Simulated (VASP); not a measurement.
# PbSe (P6_3/mmc) in VASP: settings compared

The runs below take PbSe through single point, relaxation of cell and atoms, with LDA, PBEsol.

Everything below comes from runs of VASP 6.6.1. Logs are shortened: lines on timing, memory, paths and dates and some standing lists are left out, and cuts for length are marked.

### Step 1. The cell of the first run

Symmetry: P6_3/mmc, No. 194, hexagonal system. The conventional cell has a = 4.274 Å, b = 4.274 Å, c = 7.555 Å, α = 90.00°, β = 90.00°, γ = 120.00°. Pb (site symmetry -3m) has 6 Se at 3.11 Å and 2 Pb at 3.78 Å within 4.1 Å. Within 4.1 Å of Se (site symmetry -6m2) lie 6 Pb at 3.11 Å.

### Step 2. Single point, LDA

INCAR reads:

```
SYSTEM = PbSe
ALGO = Normal ; EDIFF = 1E-6
ENCUT = 520 ; ISIF = 2
ISMEAR = -1 ; LASPH = .TRUE.
LCHARG = .TRUE. ; LELF = .TRUE.
LREAL = .FALSE. ; LVHAR = .TRUE.
LWAVE = .FALSE. ; NBANDS = 28
NELM = 80 ; PREC = Accurate
SIGMA = 0.02
```

KPOINTS reads:

```
k-points
0
G
  12 12 4
  0 0 0
```

POSCAR reads:

```
PbSe
1.0
    4.2735454799      0.0000000000      0.0000000000
   -2.1367727399      3.7009989499      0.0000000000
    0.0000000000      0.0000000000      7.5550281280
Pb Se
2 2
Direct
    0.0000000000      0.0000000000      0.0000000000
    0.0000000000      0.0000000000      0.5000000000
    0.3333333333      0.6666666667      0.2500000000
    0.6666666667      0.3333333333      0.7500000000
```

Potentials or basis: VASP PAW LDA potentials, release 64 (Pb_d, Se).

Launch:

```
$ cat potpaw_LDA.64/Pb_d/POTCAR potpaw_LDA.64/Se/POTCAR > POTCAR
$ mpirun -np 1 vasp_std > vasp.out
```

OUTCAR:

```text
SYSTEM = PbSe
   EDIFF = 1E-6
   ENCUT = 520
   ISIF = 2
   ISMEAR = -1
   LASPH = .TRUE.
   LREAL = .FALSE.
   NELM = 80
   PREC = Accurate

 ion  position               nearest neighbor table
   1  0.000  0.000  0.000-   3 3.11   4 3.11   4 3.11   3 3.11   4 3.11   3 3.11   2 3.78   2 3.78

   2  0.000  0.000  0.500-   3 3.11   4 3.11   4 3.11   3 3.11   4 3.11   3 3.11   1 3.78   1 3.78

   3  0.333  0.667  0.250-   1 3.11   2 3.11   1 3.11   2 3.11   1 3.11   2 3.11
   4  0.667  0.333  0.750-   1 3.11   2 3.11   1 3.11   2 3.11   1 3.11   2 3.11

  LATTYP: Found a hexagonal cell.
 ALAT       =     4.2735454799
 C/A-ratio  =     1.7678595357

  Lattice vectors:

 A1 = (   4.2735454799,   0.0000000000,   0.0000000000)
 A2 = (  -2.1367727399,   3.7009989499,   0.0000000000)
 A3 = (   0.0000000000,   0.0000000000,   7.5550281280)

Analysis of symmetry for initial positions (statically):
=====================================================================
 Subroutine PRICEL returns:
 Original cell was already a primitive cell.

 Routine SETGRP: Setting up the symmetry group for a
 hexagonal supercell.

 Subroutine GETGRP returns: Found 24 space group operations
 (whereof 12 operations were pure point group operations)
 out of a pool of 24 trial point group operations.

The static configuration has the point symmetry D_3d.
 The point group associated with its full space group is D_6h.

Analysis of symmetry for dynamics (positions and initial velocities):
=====================================================================
 Subroutine PRICEL returns:
 Original cell was already a primitive cell.

 Routine SETGRP: Setting up the symmetry group for a
 hexagonal supercell.

 Subroutine GETGRP returns: Found 24 space group operations
 (whereof 12 operations were pure point group operations)
 out of a pool of 24 trial point group operations.

The dynamic configuration has the point symmetry D_3d.
 The point group associated with its full space group is D_6h.

 Subroutine INISYM returns: Found 24 space group operations
 (whereof 12 operations are pure point group operations),
 and found     1 'primitive' translations

----------------------------------------------------------------------------------------

                                     Primitive cell

  volume of cell :     119.4933

  direct lattice vectors                    reciprocal lattice vectors
     4.273545480  0.000000000  0.000000000     0.233997744  0.135098660  0.000000000
    -2.136772740  3.700998950  0.000000000     0.000000000  0.270197321  0.000000000
     0.000000000  0.000000000  7.555028128     0.000000000  0.000000000  0.132362181

  length of vectors
     4.273545480  4.273545480  7.555028128     0.270197321  0.270197321  0.132362181

  position of ions in fractional coordinates (direct lattice)
     0.000000000  0.000000000  0.000000000
     0.000000000  0.000000000  0.500000000
     0.333333333  0.666666667  0.250000000
     0.666666667  0.333333333  0.750000000

  ion indices of the primitive-cell ions
   primitive index   ion index
                 1           1
                 2           2
                 3           3
                 4           4

----------------------------------------------------------------------------------------

 KPOINTS: k-points

Automatic generation of k-mesh.
 Grid dimensions read from file:
 generate k-points for:   12   12    4

 Generating k-lattice:

  Cartesian coordinates                     Fractional coordinates (reciprocal lattice)
     0.019499812  0.011258222  0.000000000     0.083333333  0.000000000  0.000000000
     0.000000000  0.022516443  0.000000000     0.000000000  0.083333333  0.000000000
     0.000000000  0.000000000  0.033090545     0.000000000  0.000000000  0.250000000

  Length of vectors
     0.022516443  0.022516443  0.033090545

  Shift w.r.t. Gamma in fractional coordinates (k-lattice)
     0.000000000  0.000000000  0.000000000

 Subroutine IBZKPT returns following result:
 ===========================================

 Found     57 irreducible k-points:

 Following reciprocal coordinates:
            Coordinates               Weight
  0.000000  0.000000  0.000000      1.000000
  0.083333 -0.000000  0.000000      6.000000
  0.166667 -0.000000  0.000000      6.000000
  0.250000 -0.000000  0.000000      6.000000
  0.333333 -0.000000  0.000000      6.000000
  0.416667  0.000000  0.000000      6.000000
[... 16 lines left out ...]
  0.250000 -0.000000  0.250000     12.000000
  0.333333 -0.000000  0.250000     12.000000
 [... further k-points ...]
   k-points           NKPTS =     57   k-points in BZ     NKDIM =     57   number of bands    NBANDS=     28
   number of dos      NEDOS =    301   number of ions     NIONS =      4
   total plane-waves  NPLWV =  57344
   dimension x,y,z NGX =    32 NGY =   32 NGZ =   56
   dimension x,y,z NGXF=    64 NGYF=   64 NGZF=  112
   ions per type =               2   2
   NGX,Y,Z   is equivalent  to a cutoff of  12.45, 12.45, 12.32 a.u.
   NGXF,Y,Z  is equivalent  to a cutoff of  24.90, 24.90, 24.65 a.u.
 SYSTEM =  PbSe
   PREC   = accura    normal or accurate (medium, high low for compatibility)
   ISTART =      0    job   : 0-new  1-cont  2-samecut
   ICHARG =      2    charge: 1-file 2-atom 10-const
   ISPIN  =      1    spin polarized calculation?
   LNONCOLLINEAR =      F non collinear calculations
   LSORBIT =      F    spin-orbit coupling
   LASPH  =      T    aspherical Exc in radial PAW
   ENCUT  =  520.0 eV  38.22 Ry    6.18 a.u.   7.95  7.95 14.05*2*pi/ulx,y,z
   NELM   =     80;   NELMIN=  2; NELMDL= -5     # of ELM steps
   EDIFF  = 0.1E-05   stopping-criterion for ELM
   LREAL  =      F    real-space projection
[... 7 lines left out ...]
   TEBEG  =    0.0;   TEEND  =   0.0 temperature during run
   PSTRESS=    0.0 pullay stress
   NELECT =      40.0000    total number of electrons
   NUPDOWN=      -1.0000    fix difference up-down
   EMIN   =  10.00;   EMAX   =-10.00  energy-range for DOS
   EFERMI =   0.00;   METHOD = LEGACY
   ISMEAR =    -1;   SIGMA  =   0.02  broadening in eV -4-tet -1-fermi 0-gaus
   EFERMI_NEDOS =   21; number of points for ismear=-14 and -15
   IALGO  =     38    algorithm
   IMIX   =      4    mixing-type and parameters
     AMIX     =   0.40;   BMIX     =  1.00
     AMIX_MAG =   1.60;   BMIX_MAG =  1.00
  volume/ion in A,a.u.               =      29.87       201.60
  Fermi-wavevector in a.u.,A,eV,Ry     =   1.136703  2.148057 17.580005  1.292094
  Thomas-Fermi vector in A             =   2.273408
   LORBIT       =      0    0 simple, 1 ext, 2 COOP (PROOUT), +10 PAW based schemes
   GGA     = CA    functional components
   LHFCALC =     F    Hartree Fock is set to
   AEXX    =    0.0000 exact exchange contribution
   IVDW    =     0    specifies the selected vdW correction
   LEPSILON=     F    determine dielectric tensor
   LRPA    =     F    only Hartree local field effects (RPA)
 non-spin polarized calculation
  energy-cutoff  :      520.00
  volume of cell :      119.49
 maximum number of plane-waves:      3246
 NGX is ok and might be reduce to    32
   NGX = 15   NGY = 15   NGZ = 29

 number of electron      40.0000005 magnetization

 Free energy of the ion-electron system (eV)
  ---------------------------------------------------
  ext. energy  EPLUGINS =         0.00000000
  ---------------------------------------------------
  free energy    TOTEN  =       -18.61158039 eV

  energy without entropy =      -18.61129932  energy(sigma->0) =      -18.61143986

 E-fermi :   4.6641     XC(G=0):  -9.6501

 val. band max:        4.6428570921   @ k =   0.5000  -0.0000   0.0000
 cond. band min:       4.7440993321   @ k =   0.4167   0.0000   0.0000
 fundamental gap:      0.1012422400
 Fermi energy:         4.6641234646

 k-point     1 :       0.0000    0.0000    0.0000
  band No.  band energies     occupation
      1     -12.4124      2.00000
      2     -12.3697      2.00000
      3     -12.3697      2.00000
      4     -12.3523      2.00000
      5     -12.3523      2.00000
      6     -12.3416      2.00000
[... 20 lines left out ...]
     27       9.9119      0.00000
     28      11.5528      0.00000

 k-point     2 :       0.0833   -0.0000    0.0000
  band No.  band energies     occupation
      1     -12.4111      2.00000
      2     -12.3747      2.00000
      3     -12.3679      2.00000
      4     -12.3530      2.00000
      5     -12.3498      2.00000
      6     -12.3434      2.00000
[... 20 lines left out ...]
     27      10.1637      0.00000
     28      10.7082      0.00000

 k-point     3 :       0.1667   -0.0000    0.0000
  band No.  band energies     occupation
      1     -12.4079      2.00000
      2     -12.3896      2.00000
      3     -12.3641      2.00000
      4     -12.3552      2.00000
      5     -12.3467      2.00000
      6     -12.3427      2.00000
[... 20 lines left out ...]
     27       9.9618      0.00000
     28      10.7540      0.00000

 k-point     4 :       0.2500   -0.0000    0.0000
  band No.  band energies     occupation
      1     -12.4129      2.00000
      2     -12.4020      2.00000
      3     -12.3617      2.00000
      4     -12.3588      2.00000
      5     -12.3493      2.00000
      6     -12.3332      2.00000
[... 578 lines left out ...]
     27      10.3778      0.00000
     28      11.6829      0.00000

 k-point    23 :       0.2500   -0.0000    0.2500
  band No.  band energies     occupation
      1     -12.4024      2.00000
      2     -12.3834      2.00000
      3     -12.3636      2.00000
      4     -12.3553      2.00000
      5     -12.3459      2.00000
      6     -12.3352      2.00000
[... 20 lines left out ...]
     27      10.1505      0.00000
     28      11.6365      0.00000

 k-point    24 :       0.3333   -0.0000    0.2500
  band No.  band energies     occupation
      1     -12.4214      2.00000
      2     -12.3803      2.00000
      3     -12.3695      2.00000
      4     -12.3544      2.00000
      5     -12.3470      2.00000
      6     -12.3267      2.00000
[... 20 lines left out ...]
     27      10.2030      0.00000
     28      11.4646      0.00000

 [... further k-points ...]

------------------------ aborting loop because EDIFF is reached ----------------------------------------

  FORCE on cell =-STRESS in cart. coord.  units (eV):
  Direction    XX          YY          ZZ          XY          YZ          ZX
  --------------------------------------------------------------------------------------
  -------------------------------------------------------------------------------------
  Total       -2.2759785     -2.2759785     -2.5638150     -0.0000000     -0.0000000      0.0000000
  in kB      -30.5165453    -30.5165453    -34.3758855     -0.0000000     -0.0000000      0.0000000
  external PRESSURE =     -31.8029920 kB  Pullay stress =       0.0000000 kB

 VOLUME and BASIS-vectors are now :
 -----------------------------------------------------------------------------
  energy-cutoff  :      520.00
  volume of cell :      119.49
      direct lattice vectors                 reciprocal lattice vectors
     4.273545480  0.000000000  0.000000000     0.233997744  0.135098660  0.000000000
    -2.136772740  3.700998950  0.000000000     0.000000000  0.270197321  0.000000000
     0.000000000  0.000000000  7.555028128     0.000000000  0.000000000  0.132362181

 POSITION                                       TOTAL-FORCE (eV/Angst)
 -----------------------------------------------------------------------------------
      0.00000      0.00000      0.00000        -0.000000      0.000000      0.000000
      0.00000      0.00000      3.77751        -0.000000      0.000000      0.000000
     -0.00000      2.46733      1.88876         0.000000      0.000000     -0.000000
      2.13677      1.23367      5.66627        -0.000000      0.000000      0.000000
 -----------------------------------------------------------------------------------
    total drift:                                0.000000     -0.000000      0.000000

  FREE ENERGIE OF THE ION-ELECTRON SYSTEM (eV)
  ---------------------------------------------------
  free  energy   TOTEN  =       -18.6115803949 eV

  energy  without entropy=      -18.6112993231  energy(sigma->0) =      -18.61143986
```

Wall time 54 s (1 thread of Intel Xeon 6975P-C (Granite Rapids), shared host); peak memory 0.29 GiB.

Results:

```
Free energy            : -18.6116 eV
Pressure               : -3.2 GPa
Band gap on the k mesh : zero (bands 20 and 21 overlap by 0.11 eV)
```

Caveat: the cell stands under tension; semilocal functionals underestimate gaps, so a narrow gap can read as zero; spin-orbit coupling is left out, which moves the levels of the heavy elements.

### Step 3. Relaxation of cell and atoms, PBEsol

This run uses another cell than the first one, of 30.45 Å³/atom.

INCAR reads:

```
SYSTEM = PbSe
PREC = Accurate ; ENCUT = 600
EDIFF = 1E-6 ; ISMEAR = -1
SIGMA = 0.02 ; LREAL = .False.
LASPH = .True. ; NELM = 100
ALGO = Normal ; ISIF = 3
LWAVE = .False. ; LCHARG = .False.
GGA = PS ; IBRION = 2
NSW = 80 ; EDIFFG = -0.005
```

KPOINTS reads:

```
Automatic mesh
0
Gamma
  6 6 4
  0 0 0
```

POSCAR reads:

```
PbSe
1.0
    4.3084324645      0.0000000000      0.0000000000
   -2.1542162322      3.7312119647      0.0000000000
    0.0000000000      0.0000000000      7.5764436040
Pb Se
2 2
Direct
    0.0000000000      0.0000000000      0.0000000000
    0.0000000000      0.0000000000      0.5000000000
    0.3333333333      0.6666666667      0.2500000000
    0.6666666667      0.3333333333      0.7500000000
```

Potentials or basis: VASP PAW PBE potentials, release 64 (Pb_d, Se).

Launch:

```
$ cat potpaw_PBE.64/Pb_d/POTCAR potpaw_PBE.64/Se/POTCAR > POTCAR
$ mpirun -np 1 vasp_std > vasp.out
```

Run time: 2.8 min. Hardware: 1 thread of Intel Xeon 6975P-C (Granite Rapids), shared host; peak memory 0.33 GiB.

Results (log left out):

```yaml
Free_energy: -17.6301 eV
Relaxed_volume: 28.74 Å³/atom
Relaxed_cell: a = 4.215 Å, b = 4.215 Å, c = 7.473 Å, α = 90.00°, β = 90.00°, γ = 120.00°
Space_group_after_relaxing_to_0.1_Å: P6_3/mmc (No. 194)
Energy_gained_by_relaxing: 14.6 meV/atom
Ionic_steps: 9
Pressure_after_relaxing: 0.0 GPa
Band_gap_on_the_k_mesh: zero (bands 20 and 21 overlap by 0.17 eV)
```

Step by step:
| step | energy change (eV) | largest force (eV/Å) | pressure (GPa) | volume (Å³) |
| --- | --- | --- | --- | --- |
| 1 | 0.0000 | 0.0000 | -2.60 | 121.80 |
| 2 | -0.0522 | 0.0000 | 0.93 | 113.29 |
| 3 | -0.0575 | 0.0000 | -0.02 | 115.16 |
| 4 | -0.0575 | 0.0000 | 0.05 | 115.02 |
| 5 | -0.0581 | 0.0000 | 0.04 | 114.95 |
| 6 | -0.0585 | 0.0000 | 0.07 | 114.80 |
| 7 | -0.0585 | 0.0000 | 0.08 | 114.81 |
| 8 | -0.0585 | 0.0000 | -0.06 | 115.11 |
| 9 | -0.0585 | 0.0000 | 0.00 | 114.97 |

Final structure:
```
Pb Se
1.0
     4.21488    0.00000    0.00000
    -2.10744    3.65019    0.00000
     0.00000    0.00000    7.47259
Pb Se
2 2
Direct
  0.00000 0.00000 0.00000
  0.00000 0.00000 0.50000
  0.33333 0.66667 0.25000
  0.66667 0.33333 0.75000
```

Levels at points of the mesh, in eV from the Fermi level:
```tsv
k point	band 16	band 17	band 18	band 19	band 20	band 21	band 22	band 23	band 24
(0.00, 0.00, 0.00)	-1.91	-1.91	-1.42	-1.42	-0.07	0.35	2.92	2.92	3.08
(0.50, 0.00, 0.00)	-4.39	-3.18	-1.59	-1.51	-0.95	-0.01	1.51	2.42	3.81
(0.00, 0.00, 0.50)	-1.67	-1.67	-1.67	-1.55	-1.55	2.41	2.41	2.87	2.87
(0.50, 0.00, 0.50)	-3.45	-2.79	-2.79	-2.56	-2.56	2.36	2.36	2.82	2.82
```

Caveat: semilocal functionals underestimate gaps, so a narrow gap can read as zero; the PAW data sets were made with another functional, which shifts forces and pressure a little; spin-orbit coupling is left out, which moves the levels of the heavy elements.
